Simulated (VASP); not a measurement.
# PbS (Pm-3m) in VASP: further runs, part 2 of 2

VASP 6.6.1. The steps go on from the part before.

## 3. Single point, PBE

INCAR reads:

```
SYSTEM = PbS
ALGO = Normal
EDIFF = 1E-7
ENCUT = 520
GGA = PE
ISIF = 2
ISMEAR = 0
LASPH = .True.
LCHARG = .False.
LREAL = .False.
LWAVE = .False.
NBANDS = 17
NELM = 60
PREC = Accurate
SIGMA = 0.023
```

KPOINTS reads:

```
k-points
0
Gamma
  7 7 7
  0 0 0
```

POSCAR reads:

```
PbS
1.0
    3.6536590000      0.0000000000      0.0000000000
    0.0000000000      3.6536590000      0.0000000000
    0.0000000000      0.0000000000      3.6536590000
Pb S
1 1
Direct
    0.0000000000      0.0000000000      0.0000000000
    0.5000000000      0.5000000000      0.5000000000
```

Potentials or basis: VASP PAW PBE potentials, release 64 (Pb_d, S).

Run with:

```console
> cat potpaw_PBE.64/Pb_d/POTCAR potpaw_PBE.64/S/POTCAR > POTCAR
> mpirun -np 1 vasp_std > vasp.out
```

OUTCAR:

```text
SYSTEM = PbS
   EDIFF = 1E-7
   ENCUT = 520
   GGA = PE
   ISIF = 2
   ISMEAR = 0
   LASPH = .True.
   LREAL = .False.
   NELM = 60
   PREC = Accurate

 ion  position               nearest neighbor table
   1  0.000  0.000  0.000-   2 3.16   2 3.16   2 3.16   2 3.16   2 3.16   2 3.16   2 3.16   2 3.16

   2  0.500  0.500  0.500-   1 3.16   1 3.16   1 3.16   1 3.16   1 3.16   1 3.16   1 3.16   1 3.16

  LATTYP: Found a simple cubic cell.
 ALAT       =     3.6536590000

  Lattice vectors:

 A1 = (   3.6536590000,   0.0000000000,   0.0000000000)
 A2 = (   0.0000000000,   3.6536590000,   0.0000000000)
 A3 = (   0.0000000000,   0.0000000000,   3.6536590000)

Analysis of symmetry for initial positions (statically):
=====================================================================
 Subroutine PRICEL returns:
 Original cell was already a primitive cell.

 Routine SETGRP: Setting up the symmetry group for a
 simple cubic supercell.

 Subroutine GETGRP returns: Found 48 space group operations
 (whereof 48 operations were pure point group operations)
 out of a pool of 48 trial point group operations.

The static configuration has the point symmetry O_h .

Analysis of symmetry for dynamics (positions and initial velocities):
=====================================================================
 Subroutine PRICEL returns:
 Original cell was already a primitive cell.

 Routine SETGRP: Setting up the symmetry group for a
 simple cubic supercell.

 Subroutine GETGRP returns: Found 48 space group operations
 (whereof 48 operations were pure point group operations)
 out of a pool of 48 trial point group operations.

The dynamic configuration has the point symmetry O_h .

 Subroutine INISYM returns: Found 48 space group operations
 (whereof 48 operations are pure point group operations),
 and found     1 'primitive' translations

----------------------------------------------------------------------------------------

                                     Primitive cell

  volume of cell :      48.7735

  direct lattice vectors                    reciprocal lattice vectors
     3.653659000  0.000000000  0.000000000     0.273698230  0.000000000  0.000000000
     0.000000000  3.653659000  0.000000000     0.000000000  0.273698230  0.000000000
     0.000000000  0.000000000  3.653659000     0.000000000  0.000000000  0.273698230

  length of vectors
     3.653659000  3.653659000  3.653659000     0.273698230  0.273698230  0.273698230

  position of ions in fractional coordinates (direct lattice)
     0.000000000  0.000000000  0.000000000
     0.500000000  0.500000000  0.500000000

  ion indices of the primitive-cell ions
   primitive index   ion index
                 1           1
                 2           2

----------------------------------------------------------------------------------------

 KPOINTS: k-points

Automatic generation of k-mesh.
 Grid dimensions read from file:
 generate k-points for:    7    7    7

 Generating k-lattice:

  Cartesian coordinates                     Fractional coordinates (reciprocal lattice)
     0.039099747  0.000000000  0.000000000     0.142857143  0.000000000  0.000000000
     0.000000000  0.039099747  0.000000000     0.000000000  0.142857143  0.000000000
     0.000000000  0.000000000  0.039099747     0.000000000  0.000000000  0.142857143

  Length of vectors
     0.039099747  0.039099747  0.039099747

  Shift w.r.t. Gamma in fractional coordinates (k-lattice)
     0.000000000  0.000000000  0.000000000

 Subroutine IBZKPT returns following result:
 ===========================================

 Found     20 irreducible k-points:

 Following reciprocal coordinates:
            Coordinates               Weight
  0.000000  0.000000  0.000000      1.000000
  0.142857  0.000000  0.000000      6.000000
  0.285714  0.000000  0.000000      6.000000
  0.428571  0.000000  0.000000      6.000000
  0.142857  0.142857  0.000000     12.000000
  0.285714  0.142857  0.000000     24.000000
[... 12 lines left out ...]
  0.428571  0.428571  0.285714     24.000000
  0.428571  0.428571  0.428571      8.000000
   k-points           NKPTS =     20   k-points in BZ     NKDIM =     20   number of bands    NBANDS=     17
   number of dos      NEDOS =    301   number of ions     NIONS =      2
   total plane-waves  NPLWV =  21952
   dimension x,y,z NGX =    28 NGY =   28 NGZ =   28
   dimension x,y,z NGXF=    56 NGYF=   56 NGZF=   56
   ions per type =               1   1
   NGX,Y,Z   is equivalent  to a cutoff of  12.74, 12.74, 12.74 a.u.
   NGXF,Y,Z  is equivalent  to a cutoff of  25.48, 25.48, 25.48 a.u.
 SYSTEM =  PbS
   PREC   = accura    normal or accurate (medium, high low for compatibility)
   ISTART =      0    job   : 0-new  1-cont  2-samecut
   ICHARG =      2    charge: 1-file 2-atom 10-const
   ISPIN  =      1    spin polarized calculation?
   LNONCOLLINEAR =      F non collinear calculations
   LSORBIT =      F    spin-orbit coupling
   LASPH  =      T    aspherical Exc in radial PAW
   ENCUT  =  520.0 eV  38.22 Ry    6.18 a.u.   6.79  6.79  6.79*2*pi/ulx,y,z
   NELM   =     60;   NELMIN=  2; NELMDL= -5     # of ELM steps
   EDIFF  = 0.1E-06   stopping-criterion for ELM
   LREAL  =      F    real-space projection
   EDIFFG = 0.1E-05   stopping-criterion for IOM
   NSW    =      0    number of steps for IOM
   IBRION =     -1    ionic relax: 0-MD 1-quasi-New 2-CG
   NFREE  =      0    steps in history (QN), initial steepest desc. (CG)
   ISIF   =      2    stress and relaxation
   ISYM   =      2    0-nonsym 1-usesym 2-fastsym
   POTIM  = 0.5000    time-step for ionic-motion
   TEBEG  =    0.0;   TEEND  =   0.0 temperature during run
   PSTRESS=    0.0 pullay stress
   NELECT =      20.0000    total number of electrons
   NUPDOWN=      -1.0000    fix difference up-down
   EMIN   =  10.00;   EMAX   =-10.00  energy-range for DOS
   EFERMI =   0.00;   METHOD = LEGACY
   ISMEAR =     0;   SIGMA  =   0.02  broadening in eV -4-tet -1-fermi 0-gaus
   EFERMI_NEDOS =   21; number of points for ismear=-14 and -15
   IALGO  =     38    algorithm
   IMIX   =      4    mixing-type and parameters
     AMIX     =   0.40;   BMIX     =  1.00
     AMIX_MAG =   1.60;   BMIX_MAG =  1.00
  volume/ion in A,a.u.               =      24.39       164.57
  Fermi-wavevector in a.u.,A,eV,Ry     =   1.216252  2.298383 20.126668  1.479268
  Thomas-Fermi vector in A             =   2.351612
   LORBIT       =      0    0 simple, 1 ext, 2 COOP (PROOUT), +10 PAW based schemes
   GGA     = PE    functional components
   LHFCALC =     F    Hartree Fock is set to
   AEXX    =    0.0000 exact exchange contribution
   IVDW    =     0    specifies the selected vdW correction
   LEPSILON=     F    determine dielectric tensor
   LRPA    =     F    only Hartree local field effects (RPA)
 non-spin polarized calculation
 Gauss-broadening in eV      SIGMA  =   0.02
  energy-cutoff  :      520.00
  volume of cell :       48.77
 maximum number of plane-waves:      1357
 NGX is ok and might be reduce to    28
   NGX = 13   NGY = 13   NGZ = 13

 number of electron      19.9999995 magnetization

 Free energy of the ion-electron system (eV)
  ---------------------------------------------------
  ext. energy  EPLUGINS =         0.00000000
  ---------------------------------------------------
  free energy    TOTEN  =        -8.25232272 eV

  energy without entropy =       -8.25231071  energy(sigma->0) =       -8.25231672

 E-fermi :   6.0427     XC(G=0): -10.1669

 val. band max:        5.9946484798   @ k =   0.1429   0.1429   0.1429
 cond. band min:       6.0921452306   @ k =   0.4286   0.4286   0.4286
 fundamental gap:      0.0974967508
 Fermi energy:         6.0426795251

 k-point     1 :       0.0000    0.0000    0.0000
  band No.  band energies     occupation
      1     -10.8167      2.00000
      2     -10.8167      2.00000
      3     -10.6055      2.00000
      4     -10.6055      2.00000
      5     -10.6055      2.00000
      6      -7.0005      2.00000
[... 9 lines left out ...]
     16      18.8322      0.00000
     17      18.9063      0.00000
[... 361 lines left out ...]
 k-point    20 :       0.4286    0.4286    0.4286
  band No.  band energies     occupation
      1     -10.7286      2.00000
      2     -10.7230      2.00000
      3     -10.7230      2.00000
      4     -10.5682      2.00000
      5     -10.5682      2.00000
      6      -4.7499      2.00000
[... 9 lines left out ...]
     16      19.0334      0.00000
     17      22.6231      0.00000

------------------------ aborting loop because EDIFF is reached ----------------------------------------

  FORCE on cell =-STRESS in cart. coord.  units (eV):
  Direction    XX          YY          ZZ          XY          YZ          ZX
  --------------------------------------------------------------------------------------
  -------------------------------------------------------------------------------------
  Total        0.0590283      0.0590283      0.0590283     -0.0000000     -0.0000000      0.0000000
  in kB        1.9390387      1.9390387      1.9390387     -0.0000000     -0.0000000      0.0000000
  external PRESSURE =       1.9390387 kB  Pullay stress =       0.0000000 kB

 VOLUME and BASIS-vectors are now :
 -----------------------------------------------------------------------------
  energy-cutoff  :      520.00
  volume of cell :       48.77
      direct lattice vectors                 reciprocal lattice vectors
     3.653659000  0.000000000  0.000000000     0.273698230  0.000000000  0.000000000
     0.000000000  3.653659000  0.000000000     0.000000000  0.273698230  0.000000000
     0.000000000  0.000000000  3.653659000     0.000000000  0.000000000  0.273698230

 POSITION                                       TOTAL-FORCE (eV/Angst)
 -----------------------------------------------------------------------------------
      0.00000      0.00000      0.00000         0.000000      0.000000      0.000000
      1.82683      1.82683      1.82683         0.000000      0.000000      0.000000
 -----------------------------------------------------------------------------------
    total drift:                               -0.000000      0.000000      0.000000

  FREE ENERGIE OF THE ION-ELECTRON SYSTEM (eV)
  ---------------------------------------------------
  free  energy   TOTEN  =        -8.2523227170 eV

  energy  without entropy=       -8.2523107136  energy(sigma->0) =       -8.25231672
```

OSZICAR:

```text
N       E                     dE             d eps       ncg     rms          rms(c)
DAV:   1     0.160615408219E+03    0.16062E+03   -0.98696E+03   688   0.127E+03
DAV:   2     0.347545050494E+01   -0.15714E+03   -0.15121E+03   714   0.321E+02
DAV:   3    -0.864657642286E+01   -0.12122E+02   -0.11978E+02   916   0.923E+01
DAV:   4    -0.892346588363E+01   -0.27689E+00   -0.27671E+00   829   0.152E+01
DAV:   5    -0.893323216156E+01   -0.97663E-02   -0.97653E-02   972   0.290E+00    0.434E+00
DAV:   6    -0.826389610859E+01    0.66934E+00   -0.17568E+00  1042   0.915E+00    0.314E+00
DAV:   7    -0.825537182700E+01    0.85243E-02   -0.17189E-01   813   0.206E+00    0.187E+00
DAV:   8    -0.825330611664E+01    0.20657E-02   -0.23709E-02   797   0.144E+00    0.340E-01
DAV:   9    -0.825225117482E+01    0.10549E-02   -0.64006E-03  1045   0.558E-01    0.108E-01
DAV:  10    -0.825233379814E+01   -0.82623E-04   -0.39554E-04   807   0.122E-01    0.111E-01
DAV:  11    -0.825232312636E+01    0.10672E-04   -0.55882E-05   904   0.739E-02    0.118E-02
DAV:  12    -0.825232275066E+01    0.37570E-06   -0.18631E-06   963   0.148E-02    0.460E-03
DAV:  13    -0.825232271704E+01    0.33617E-07   -0.14340E-07   698   0.302E-03
   1 F= -.82523227E+01 E0= -.82523167E+01  d E =-.120034E-04
```

stdout:

```text
POSCAR found type information on POSCAR PbS
 POSCAR found :  2 types and       2 ions
 scaLAPACK will be used
 LDA part: xc-table for (Slater+PW92), standard interpolation
 POSCAR, INCAR and KPOINTS ok, starting setup
 FFT: planning ... GRIDC
 FFT: planning ... GRID_SOFT
 FFT: planning ... GRID
 WAVECAR not read
 entering main loop
```

It took 15 s on 1 thread of Intel Xeon Platinum 8488C (Sapphire Rapids), shared host; peak memory 0.16 GiB.

What came out:

```
Free energy            : -8.2523 eV
Pressure               : 0.2 GPa
Band gap on the k mesh : 0.10 eV, indirect (least direct gap 1.42 eV)
```

Levels at points of the mesh, in eV from the valence-band top:
```csv
k point,band 6,band 7,band 8,band 9,band 10,band 11,band 12,band 13,band 14,band 15
"(0.00, 0.00, 0.00)",-13.00,-6.61,-1.45,-1.45,-1.45,5.61,5.61,6.64,6.64,6.64
```

Caveat: spin-orbit coupling is left out, which moves the levels of the heavy elements. A k mesh can miss the band edges.
